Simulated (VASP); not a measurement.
Wanted: the native input for a VASP 6.6.1 run.

* Task: single point
* Functional: PBE
* Potentials or basis: VASP PAW PBE potentials, release 64 (Si)
* Cutoff: 500 eV
* k mesh: 8 × 8 × 6
* Occupations: gaussian, width 0.02 eV
* Spin: no spin polarisation
* Dipole correction: no
* Further INCAR settings: ALGO = Normal; EDIFF = 1e-06; NBANDS = 16

The structure of Si lies in POSCAR:

```
Si
1.0
    3.8676348169      0.0000000000      0.0000000000
    0.0000000000      3.8676348169      0.0000000000
    0.0000000000      0.0000000000      5.4696615977
Si
4
Direct
    0.0000000000      0.0000000000      0.0000000000
    0.0000000000      0.5000000000      0.2500000000
    0.5000000000      0.5000000000      0.5000000000
    0.5000000000      1.0000000000      0.7500000000
```

These files were run (other wordings do the same):

INCAR

```
PREC = Accurate
ENCUT = 500
EDIFF = 1E-6
ISMEAR = 0
SIGMA = 0.02
LREAL = False
LASPH = True
NELM = 120
ALGO = Normal
ISIF = 2
LWAVE = False
LCHARG = True
GGA = PE
LELF = True
LVHAR = True
NBANDS = 16
GGA_COMPAT = False
```

KPOINTS

```
Automatic mesh
0
Gamma
  8 8 6
```

Potentials or basis: VASP PAW PBE potentials, release 64 (Si).

The run is started by

```console
$ cat potpaw_PBE.64/Si/POTCAR > POTCAR
$ mpirun -np 1 vasp_std > vasp.out
```

It gave:

```
Pressure               : 0.0 GPa
Band gap on the k mesh : 0.61 eV
```

It took 26 s on 1 thread of Intel(R) Xeon(R) 6975P-C (Granite Rapids), with other jobs on the host, peak memory 0.2 GiB.
